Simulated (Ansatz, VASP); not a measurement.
# One calculation of YSiF3, two programs

Contents of INCAR:

```
SYSTEM = YSiF3
PREC = Accurate
ENCUT = 600
EDIFF = 1E-7
ISMEAR = 0
SIGMA = 0.1
LREAL = .False.
LASPH = .True.
NELM = 60
ALGO = Normal
ISIF = 3
LWAVE = .False.
LCHARG = .False.
GGA = PE
IBRION = 2
NSW = 90
EDIFFG = -0.04
```

Contents of KPOINTS:

```
Automatic mesh
0
Gamma
  2 2 6
  0 0 0
```

File POSCAR:

```
YSiF3
1.0
    7.9000988633      0.0000000000      0.0000000000
    0.0000000000      7.9000988633      0.0000000000
    0.0000000000      0.0000000000      3.7210885197
Y Si F
2 2 6
Direct
    0.0000000000      0.5000000000      0.5000000000
    0.5000000000      0.0000000000      0.5000000000
    0.5000000000      0.5000000000      0.0000000000
    0.0000000000      0.0000000000      0.0000000000
    0.8886070399      0.3886070399      0.0000000000
    0.6113929601      0.8886070399      0.0000000000
    0.5000000000      0.5000000000      0.5000000000
    0.1113929601      0.6113929601      0.0000000000
    0.3886070399      0.1113929601      0.0000000000
    0.0000000000      0.0000000000      0.5000000000
```

Input for Ansatz:

```yaml
crystal:
  lattice:
    - [7.9000988633, 0.0, 0.0]
    - [0.0, 7.9000988633, 0.0]
    - [0.0, 0.0, 3.7210885197]
  atoms:
    - { symbol: "Y", position: [0.0, 0.5, 0.5] }
    - { symbol: "Y", position: [0.5, 0.0, 0.5] }
    - { symbol: Si, position: [0.5, 0.5, 0.0] }
    - { symbol: Si, position: [0.0, 0.0, 0.0] }
    - { symbol: F, position: [0.8886070399, 0.3886070399, 0.0] }
    - { symbol: F, position: [0.6113929601, 0.8886070399, 0.0] }
    - { symbol: F, position: [0.5, 0.5, 0.5] }
    - { symbol: F, position: [0.1113929601, 0.6113929601, 0.0] }
    - { symbol: F, position: [0.3886070399, 0.1113929601, 0.0] }
    - { symbol: F, position: [0.0, 0.0, 0.5] }
basis:
  ecutwfc: 420
kpoints:
  mp_grid: { grid: [2, 2, 6] }
hamiltonian:
  xc: pbe
scf:
  occupations: { method: gaussian, width: 0.1 }
  lower_state_search: "off"
output:
  forces: true
  stress: true
  eigenvalues: true
relax:
  adjacent_minimum: "off"
  f_tol: 0.04
  max_steps: 70
  cell: { stress_tol: 0.4 }
```

Alike in both runs: task relaxation of cell and atoms; functional PBE; k mesh 2 × 2 × 6; occupations gaussian, width 0.1 eV; no spin polarisation.

|  | VASP | Ansatz |
| --- | --- | --- |
| version | VASP 6.6.1 | Ansatz 0.2.0 |
| potentials or method | VASP PAW PBE potentials, release 64 (Y_sv, Si, F), cutoff 600 eV | scalar-relativistic, plane waves, PAW |
| valence electrons in the cell | 72 | 72 |

|  | VASP | Ansatz | Ansatz less VASP |
| --- | --- | --- | --- |
| gap on the k mesh at the Fermi level, each at its own relaxed structure (eV) | none | none | - |
| relaxed volume (Å³/atom) | 23.22 | 23.22 | 0.000 |
| relaxed length of the cell vector where the two differ most in proportion (Å) | 7.900 | 7.900 | 0.0000 |

A gap of «none» marks a metal or a gap that the smearing closes.

The k mesh is coarse, so the values compare programs but aren't converged. Noted on VASP's run: the relaxation stopped at its first step, so nothing moved.
